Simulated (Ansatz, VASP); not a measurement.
ZnF2: VASP beside Ansatz

```
Zn F
1.0
     4.60735    0.00000    0.00000
     0.00000    4.60735    0.00000
     0.00000    0.00000    3.06296
Zn F
2 4
Direct
  0.00000 0.00000 0.00000
  0.50000 0.50000 0.50000
  0.30319 0.30319 0.00000
  0.19681 0.80319 0.50000
  0.69681 0.69681 0.00000
  0.80319 0.19681 0.50000
```

Alike in both runs: task single point; functional r2SCAN; k mesh 4 × 4 × 6; no spin polarisation.

```csv
,VASP,Ansatz
version,VASP 6.6.1,Ansatz 0.2.0
potentials or method,"VASP PAW PBE potentials, release 64 (Zn, F)","plane waves, PAW"
plane-wave cutoff (eV),660,500
occupations,"gaussian, width 0.01 eV",fixed
valence electrons in the cell,52,52
```

|  | VASP | Ansatz | Ansatz less VASP |
| --- | --- | --- | --- |
| gap on the k mesh at the Fermi level (eV) | 4.33 | 4.39 | +0.066 |
| pressure (GPa) | 9.4 | 8.7 | -0.68 |
| traceless stress, the component that is largest in VASP (GPa) | 1.57 | 1.14 | -0.432 |
| rms of the force components (eV/Å) | 0.059 | 0.051 | -0.0077 |

VASP's potentials were made for PBE, not for r2SCAN. Atom by atom the forces differ by 0.008 eV/Å (rms over components).
